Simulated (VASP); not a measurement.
Input of a VASP 6.6.1 run:

Contents of INCAR:

```
SYSTEM = GaGe
  PREC = Accurate
  ENCUT = 520
  EDIFF = 1E-6
  ISMEAR = 0
  SIGMA = 0.15
  LREAL = .False.
  LASPH = .True.
  NELM = 60
  ALGO = Normal
  ISIF = 2
  LWAVE = .False.
  LCHARG = .False.
  GGA = CA
  NBANDS = 20
```

Contents of KPOINTS:

```
Automatic mesh
0
Gamma
  14 14 14
  0 0 0
```

Contents of POSCAR:

```
GaGe
1.0
    0.0000000000      2.8978440000      2.8978440000
    2.4631674000      0.0000000000      2.8978440000
    2.4631674000      2.8978440000      0.0000000000
Ga Ge
1 1
Direct
    0.7500000000      0.7500000000      0.7500000000
    0.0000000000      0.0000000000      0.0000000000
```

Potentials or basis: VASP PAW LDA potentials, release 64 (Ga_d, Ge_d).

The run is started by

```console
$ cat potpaw_LDA.64/Ga_d/POTCAR potpaw_LDA.64/Ge_d/POTCAR > POTCAR
$ mpirun -np 1 vasp_std > vasp.out
```

Task: What does it give for the pressure?

Result: 5.0 GPa.

Stress tensor (GPa, compression positive):
```
5.65 0.00 0.00
0.00 4.70 0.00
0.00 0.00 4.70
```

Caveat: the cell differs from its parent crystal (strain -0.1500 x Voigt [1, 0, 0, 0, 0, 0]).
